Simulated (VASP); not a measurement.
A run of VASP 6.6.1 is set up as follows.

Contents of INCAR:

```
SYSTEM = Ir
ALGO     = Normal         ! electronic algorithm
EDIFF    = 1E-7           ! SCF threshold, eV
ENCUT    = 520            ! plane-wave cutoff, eV
GGA      = PS             ! functional
ISIF     = 2              ! what is computed and relaxed
ISMEAR   = -1             ! smearing method
LASPH    = .TRUE.         ! aspherical terms in the spheres
LCHARG   = .FALSE.        ! write CHGCAR
LREAL    = .FALSE.        ! projectors in reciprocal space
LWAVE    = .FALSE.        ! write WAVECAR
NBANDS   = 16             ! bands
NELM     = 80             ! most SCF steps
PREC     = Accurate       ! precision mode
SIGMA    = 0.1            ! smearing width, eV
```

Contents of KPOINTS:

```
k-points
0
G
  3 12 4
  0 0 0
```

File POSCAR:

```
Ir
1.0
   12.2384552500      0.0000000000      0.0000000000
    0.0000000000      2.2334312600      0.0000000000
    0.0000000000      0.0000000000      7.1930008000
Ir
2
Direct
    0.2499999998      0.0000000000      0.1639883997
    0.7500000002      0.0000000000      0.8360116003
```

Potentials or basis: VASP PAW PBE potentials, release 64 (Ir).

Command:

```console
$ cat potpaw_PBE.64/Ir/POTCAR > POTCAR
$ mpirun -np 1 vasp_std > vasp.out
```

Problem. What does it give for the band gap on the k mesh?

Solution. Zero (band 9 reaches -1.22 eV, above the bottom of band 10 at -4.49 eV).

Problem. Estimate the pressure.

Solution. 0.4 GPa.

Stress tensor (GPa, compression positive):
```
-0.02  0.00  0.00
 0.00  1.24  0.00
 0.00  0.00 -0.02
```

Caveat: the PAW data sets were made with another functional, which shifts forces and pressure a little; spin-orbit coupling is left out, which moves the levels of the heavy elements.
